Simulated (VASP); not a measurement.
Write the native input for VASP 6.6.1 that does the following.

```
Task                   : single point
Functional             : LDA
Potentials or basis    : VASP PAW LDA potentials, release 64 (Mg)
Cutoff                 : 600 eV
k mesh                 : 18 × 18 × 18
Occupations            : fermi-dirac, width 0.08 eV
Spin                   : no spin polarisation
Dipole correction      : no
Further INCAR settings : ALGO = Normal; EDIFF = 1e-06; NBANDS = 7
```

The structure of Mg lies in POSCAR:

```
Mg
1.0
    0.0000000000      1.8710258030      1.8710258030
    1.8710258030      0.0000000000      1.8710258030
    1.8710258030      1.8710258030      0.0000000000
Mg
1
Direct
    0.0000000000      0.0000000000      0.0000000000
```

These files were run (other wordings do the same):

INCAR

```
  PREC = Accurate
  ENCUT = 600
  EDIFF = 1E-6
  ISMEAR = -1
  SIGMA = 0.08
  LREAL = F
  LASPH = T
  NELM = 120
  ALGO = Normal
  ISIF = 2
  LWAVE = F
  LCHARG = F
  GGA = CA
  NBANDS = 7
  GGA_COMPAT = F
```

KPOINTS

```
regular mesh
0
Gamma
  18 18 18
```

Potentials or basis: VASP PAW LDA potentials, release 64 (Mg).

Run with:

```console
$ cat potpaw_LDA.64/Mg/POTCAR > POTCAR
$ mpirun -np 1 vasp_std > vasp.out
```

Results of the run:

* Pressure: 53.4 GPa
* Band gap on the k mesh: zero (band 1 reaches 7.61 eV, above the bottom of band 2 at 4.86 eV)

Run time: 12 s on 1 thread of AMD EPYC 9R45 96-Core Processor (Zen 5), on a shared host, peak memory 0.11 GiB.
